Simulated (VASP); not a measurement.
# Sn3Se (I4mm) in VASP: single point with PBEsol

Aim: the single point of Sn3Se with PBEsol.

Program: VASP 6.6.1. These are calculated values, not measurements. Logs are shortened: lines on timing, memory, paths and dates and some standing lists are left out, and cuts for length are marked.

## (1) The cell of the first run

Symmetry: I4mm, No. 107, tetragonal system. The conventional cell has a = 5.173 Å, b = 5.173 Å, c = 7.316 Å, α = 90.00°, β = 90.00°, γ = 90.00°. Within 4.0 Å of Sn (site symmetry 2mm) lie 4 Se at 3.07 to 3.27 Å and 10 Sn at 3.17 to 3.66 Å. Sn (site symmetry 4mm) has 8 Sn at 3.17 Å and 6 Se at 3.49 to 3.83 Å within 4.2 Å. Se (site symmetry 4mm) has 14 Sn at 3.07 to 3.83 Å within 4.0 Å.

## (2) Single point, PBEsol (atom 4 (Se) moved +0.169 Å along Cartesian [1 0 0])

File INCAR:

```
SYSTEM = Sn3Se
  PREC = Accurate
  ENCUT = 520
  EDIFF = 1E-6
  ISMEAR = 0
  SIGMA = 0.15
  LREAL = .FALSE.
  LASPH = .TRUE.
  NELM = 60
  ALGO = Normal
  ISIF = 2
  LWAVE = .FALSE.
  LCHARG = .FALSE.
  GGA = PS
  NBANDS = 32
```

File KPOINTS:

```
regular mesh
0
G
  12 12 12
  0 0 0
```

File POSCAR:

```
Sn3Se
1.0
    0.0000000000      3.6581854746      3.6581854746
    3.6581854746      0.0000000000      3.6581854746
    3.6581854746      3.6581854746      0.0000000000
Sn Se
3 1
Direct
    0.2500000000      0.2500000000      0.2500000000
    0.7500000000      0.7500000000      0.7500000000
    0.5000000000      0.5000000000      0.5000000000
   -0.0230715475      0.0230715475      0.0230715475
```

Potentials or basis: VASP PAW PBE potentials, release 64 (Sn_d, Se).

The run is started by

```sh
cat potpaw_PBE.64/Sn_d/POTCAR potpaw_PBE.64/Se/POTCAR > POTCAR
mpirun -np 1 vasp_std > vasp.out
```

OUTCAR:

```text
SYSTEM = Sn3Se
   PREC = Accurate
   ENCUT = 520
   EDIFF = 1E-6
   ISMEAR = 0
   LREAL = .FALSE.
   LASPH = .TRUE.
   NELM = 60
   ISIF = 2
   GGA = PS

 ion  position               nearest neighbor table
   1  0.250  0.250  0.250-   4 3.07   4 3.07   3 3.17   3 3.17   3 3.17   3 3.17   4 3.27   4 3.27
                             2 3.66   2 3.66   2 3.66   2 3.66   2 3.66   2 3.66
   2  0.750  0.750  0.750-   4 3.07   4 3.07   3 3.17   3 3.17   3 3.17   3 3.17   4 3.27   4 3.27
                             1 3.66   1 3.66   1 3.66   1 3.66   1 3.66   1 3.66
   3  0.500  0.500  0.500-   1 3.17   1 3.17   1 3.17   1 3.17   2 3.17   2 3.17   2 3.17   2 3.17

   4  0.977  0.023  0.023-   2 3.07   2 3.07   1 3.07   1 3.07   2 3.27   1 3.27   1 3.27   2 3.27

  LATTYP: Found a face centered cubic cell.
 ALAT       =     7.3163709492

  Lattice vectors:

 A1 = (   0.0000000000,   3.6581854746,   3.6581854746)
 A2 = (   3.6581854746,   0.0000000000,   3.6581854746)
 A3 = (   3.6581854746,   3.6581854746,   0.0000000000)

Analysis of symmetry for initial positions (statically):
=====================================================================
 Subroutine PRICEL returns:
 Original cell was already a primitive cell.

 Routine SETGRP: Setting up the symmetry group for a
 face centered cubic supercell.

 Subroutine GETGRP returns: Found  8 space group operations
 (whereof  8 operations were pure point group operations)
 out of a pool of 48 trial point group operations.

The static configuration has the point symmetry C_4v.

Analysis of symmetry for dynamics (positions and initial velocities):
=====================================================================
 Subroutine PRICEL returns:
 Original cell was already a primitive cell.

 Routine SETGRP: Setting up the symmetry group for a
 face centered cubic supercell.

 Subroutine GETGRP returns: Found  8 space group operations
 (whereof  8 operations were pure point group operations)
 out of a pool of 48 trial point group operations.

The dynamic configuration has the point symmetry C_4v.

 Subroutine INISYM returns: Found  8 space group operations
 (whereof  8 operations are pure point group operations),
 and found     1 'primitive' translations

----------------------------------------------------------------------------------------

                                     Primitive cell

  volume of cell :      97.9100

[... 92 lines left out ...]
   EDIFF  = 0.1E-05   stopping-criterion for ELM
   LREAL  =      F    real-space projection
   EDIFFG = 0.1E-04   stopping-criterion for IOM
   NSW    =      0    number of steps for IOM
   IBRION =     -1    ionic relax: 0-MD 1-quasi-New 2-CG
   NFREE  =      0    steps in history (QN), initial steepest desc. (CG)
   ISIF   =      2    stress and relaxation
   ISYM   =      2    0-nonsym 1-usesym 2-fastsym
   POTIM  = 0.5000    time-step for ionic-motion
   TEBEG  =    0.0;   TEEND  =   0.0 temperature during run
   PSTRESS=    0.0 pullay stress
   NELECT =      48.0000    total number of electrons
   NUPDOWN=      -1.0000    fix difference up-down
   EMIN   =  10.00;   EMAX   =-10.00  energy-range for DOS
   EFERMI =   0.00;   METHOD = LEGACY
   ISMEAR =     0;   SIGMA  =   0.15  broadening in eV -4-tet -1-fermi 0-gaus
   EFERMI_NEDOS =   21; number of points for ismear=-14 and -15
   IALGO  =     38    algorithm
   IMIX   =      4    mixing-type and parameters
     AMIX     =   0.40;   BMIX     =  1.00
     AMIX_MAG =   1.60;   BMIX_MAG =  1.00
  volume/ion in A,a.u.               =      24.48       165.18
  Fermi-wavevector in a.u.,A,eV,Ry     =   1.290861  2.439374 22.671693  1.666322
  Thomas-Fermi vector in A             =   2.422667
   LORBIT       =      0    0 simple, 1 ext, 2 COOP (PROOUT), +10 PAW based schemes
   GGA     = PS    functional components
   LHFCALC =     F    Hartree Fock is set to
   AEXX    =    0.0000 exact exchange contribution
   IVDW    =     0    specifies the selected vdW correction
   LEPSILON=     F    determine dielectric tensor
   LRPA    =     F    only Hartree local field effects (RPA)
 non-spin polarized calculation
 Gauss-broadening in eV      SIGMA  =   0.15
  energy-cutoff  :      520.00
  volume of cell :       97.91
 maximum number of plane-waves:      2685
   NGX = 19   NGY = 19   NGZ = 19

 number of electron      47.9999980 magnetization

 Free energy of the ion-electron system (eV)
  ---------------------------------------------------
  ext. energy  EPLUGINS =         0.00000000
  ---------------------------------------------------
  free energy    TOTEN  =       -16.67807304 eV

  energy without entropy =      -16.65010279  energy(sigma->0) =      -16.66408792

 E-fermi :   7.7710     XC(G=0): -10.7167

 val. band max:        7.7689006438   @ k =   0.3333   0.1667   0.5000
 cond. band min:       7.7732318858   @ k =   0.2500   0.0833  -0.3333
 fundamental gap:      0.0043312420
 Fermi energy:         7.7710218290

 k-point     1 :       0.0000    0.0000    0.0000
  band No.  band energies     occupation
      1     -13.6914      2.00000
      2     -13.6912      2.00000
      3     -13.6481      2.00000
      4     -13.6481      2.00000
      5     -13.6468      2.00000
      6     -13.6461      2.00000
[... 829 lines left out ...]
     31      13.4953      0.00000
     32      13.8793      0.00000

 [... further k-points ...]

------------------------ aborting loop because EDIFF is reached ----------------------------------------

  FORCE on cell =-STRESS in cart. coord.  units (eV):
  Direction    XX          YY          ZZ          XY          YZ          ZX
  --------------------------------------------------------------------------------------
  -------------------------------------------------------------------------------------
  Total        0.1596114      0.2539353      0.2539353     -0.0000000      0.0000000     -0.0000000
  in kB        2.6118449      4.1553398      4.1553398     -0.0000000      0.0000000     -0.0000000
  external PRESSURE =       3.6408415 kB  Pullay stress =       0.0000000 kB

 VOLUME and BASIS-vectors are now :
 -----------------------------------------------------------------------------
  energy-cutoff  :      520.00
  volume of cell :       97.91
      direct lattice vectors                 reciprocal lattice vectors
     0.000000000  3.658185475  3.658185475    -0.136679784  0.136679784  0.136679784
     3.658185475  0.000000000  3.658185475     0.136679784 -0.136679784  0.136679784
     3.658185475  3.658185475  0.000000000     0.136679784  0.136679784 -0.136679784

 POSITION                                       TOTAL-FORCE (eV/Angst)
 -----------------------------------------------------------------------------------
      1.82909      1.82909      1.82909        -0.013613     -0.000000     -0.000000
      5.48728      5.48728      5.48728        -0.013613      0.000000      0.000000
      3.65819      3.65819      3.65819         0.214934      0.000000      0.000000
      0.16880      3.65819      3.65819        -0.187707      0.000000      0.000000
 -----------------------------------------------------------------------------------
    total drift:                                0.000020     -0.000000     -0.000000

  FREE ENERGIE OF THE ION-ELECTRON SYSTEM (eV)
  ---------------------------------------------------
  free  energy   TOTEN  =       -16.6780730446 eV

  energy  without entropy=      -16.6501027907  energy(sigma->0) =      -16.66408792
```

OSZICAR:

```text
N       E                     dE             d eps       ncg     rms          rms(c)
DAV:   1     0.449539344933E+03    0.44954E+03   -0.23724E+04 10776   0.226E+03
DAV:   2     0.421105349974E+02   -0.40743E+03   -0.39464E+03 10504   0.557E+02
DAV:   3    -0.143000103297E+02   -0.56411E+02   -0.54720E+02 12776   0.175E+02
DAV:   4    -0.167741202492E+02   -0.24741E+01   -0.24675E+01 11536   0.392E+01
DAV:   5    -0.168490357141E+02   -0.74915E-01   -0.74910E-01 14280   0.714E+00    0.385E+00
DAV:   6    -0.166902597960E+02    0.15878E+00   -0.26418E-01 14456   0.688E+00    0.229E+00
DAV:   7    -0.166816748662E+02    0.85849E-02   -0.10673E-01 12280   0.256E+00    0.106E+00
DAV:   8    -0.166784616381E+02    0.32132E-02   -0.12919E-02 12304   0.748E-01    0.196E-01
DAV:   9    -0.166780884716E+02    0.37317E-03   -0.11807E-03 13184   0.245E-01    0.540E-02
DAV:  10    -0.166780738872E+02    0.14584E-04   -0.26861E-04 12168   0.206E-01    0.194E-02
DAV:  11    -0.166780732790E+02    0.60816E-06   -0.33949E-05 13656   0.858E-02    0.725E-03
DAV:  12    -0.166780730446E+02    0.23436E-06   -0.38209E-06  9888   0.172E-02
   1 F= -.16678073E+02 E0= -.16664088E+02  d E =-.279703E-01
```

stdout:

```text
POSCAR found type information on POSCAR SnSe
 POSCAR found :  2 types and       4 ions
 scaLAPACK will be used
 -----------------------------------------------------------------------------
|                                                                             |
|                                                                             |
|     You enforced a specific xc type in the INCAR file but a different       |
|     I HOPE YOU KNOW WHAT YOU ARE DOING!                                     |
|                                                                             |
 -----------------------------------------------------------------------------

 LDA part: xc-table for (Slater+PW92), standard interpolation
 POSCAR, INCAR and KPOINTS ok, starting setup
 FFT: planning ... GRIDC
 FFT: planning ... GRID_SOFT
 FFT: planning ... GRID
 WAVECAR not read
 entering main loop
```

Wall time 8.9 min (1 thread of Intel Xeon 8259CL, shared host); peak memory 0.55 GiB.

What came out:

```yaml
Free_energy: -16.6781 eV
Pressure: 0.4 GPa
Largest_force: 0.215 eV/Å
Band_gap_on_the_k_mesh: zero (bands 24 and 25 overlap by 2.30 eV)
```

Forces in eV/Å, atoms in the order of the input:
```
Sn  -0.014  0.000  0.000
Sn  -0.014  0.000  0.000
Sn   0.215  0.000  0.000
Se  -0.188  0.000  0.000
```

Stress tensor (GPa, compression positive):
```
0.26 0.00 0.00
0.00 0.42 0.00
0.00 0.00 0.42
```

Caveat: the cell differs from its parent crystal (atom 4 (Se) moved +0.169 Å along Cartesian [1 0 0]); the PAW data sets were made with another functional, which shifts forces and pressure a little; spin-orbit coupling is left out, which moves the levels of the heavy elements.
